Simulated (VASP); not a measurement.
Here is a VASP 6.6.1 calculation.

File INCAR:

```
ALGO     = Normal         # electronic algorithm
EDIFF    = 1E-6           # SCF threshold, eV
ENCUT    = 520            # plane-wave cutoff, eV
GGA      = PS             # functional
ISIF     = 2              # what is computed and relaxed
ISMEAR   = 0              # smearing method
LASPH    = T              # aspherical terms in the spheres
LCHARG   = F              # write CHGCAR
LREAL    = F              # projectors in reciprocal space
LWAVE    = F              # write WAVECAR
NBANDS   = 30             # bands
NELM     = 60             # most SCF steps
PREC     = Accurate       # precision mode
SIGMA    = 0.01           # smearing width, eV
```

Contents of KPOINTS:

```
k-points
0
Gamma
  8 6 8
```

The input POSCAR:

```
ScAl3N4
1.0
   -3.2086112703      0.0000000000      0.0000000000
    0.0000000000      5.6037654075     -0.0022277261
    1.6043056351     -2.7998636570     -5.0387091941
Sc Al N
1 3 4
Direct
    0.0130004328      0.3442811442      0.0260008657
    0.5088216796      0.8443329585      0.0176433593
    0.7615148854      0.4257128630      0.5230297708
    0.2561544636      0.9257701468      0.5123089273
    0.7941549884      0.1255531926      0.5883099769
    0.2977187245      0.6336156440      0.5954374489
    0.5560109271      0.2080888788      0.1120218542
    0.0486238985      0.7286451721      0.0972477970
```

Potentials or basis: VASP PAW PBE potentials, release 64 (Sc_sv, Al, N).

Launch:

```console
$ cat potpaw_PBE.64/Sc_sv/POTCAR potpaw_PBE.64/Al/POTCAR potpaw_PBE.64/N/POTCAR > POTCAR
$ mpirun -np 1 vasp_std > vasp.out
```

(1) Estimate the pressure.

(2) What does it give for the band gap on the k mesh?

Answers

(1) 1.6 GPa.

(2) 3.17 eV, direct.

Caveat: the PAW data sets were made with another functional, which shifts forces and pressure a little.
